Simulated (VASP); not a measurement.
Runs of VASP 6.6.1 on Ag. The structure is that of space group Cmmm (No. 65), or close to it. The cells are those of the table. 

```csv
task,cell,k mesh,cutoff (eV),gap on the mesh (eV),pressure (GPa),relaxed volume (Å³/atom)
single point,"a = 2.784, b = 2.784, c = 2.797 Å, angles 90.0, 90.0, 115.1°, 1 atom",6 × 6 × 8,520,none,-0.1,-
relaxation of cell and atoms,"relaxed from a = 2.784, b = 2.784, c = 2.797 Å, angles 90.0, 90.0, 115.1°, 1 atom",22 × 22 × 20,600,none,0.0,19.40
single point,"a = 2.563, b = 2.563, c = 2.475 Å, angles 90.0, 90.0, 97.0°, 1 atom",6 × 6 × 8,520,none,34.0,-
relaxation of cell and atoms,"relaxed from a = 2.563, b = 2.563, c = 2.475 Å, angles 90.0, 90.0, 97.0°, 1 atom",6 × 6 × 8,600,none,0.1,(a)
```

Alike in all rows: level PBE; potentials or basis VASP PAW PBE potentials, release 64 (Ag); no spin polarisation; smearing gaussian 0.1 eV.

Problem. Fill in the values left out.

Solution. (a) 19.39.

Caveats: some runs use coarse meshes; the volume moved by over 15 % at a fixed basis, so the end points are rough (some runs).

A k mesh can miss the band edges, and the runs leave out spin-orbit coupling on Ag.

A gap of «none» marks levels without a gap at the run's occupations.
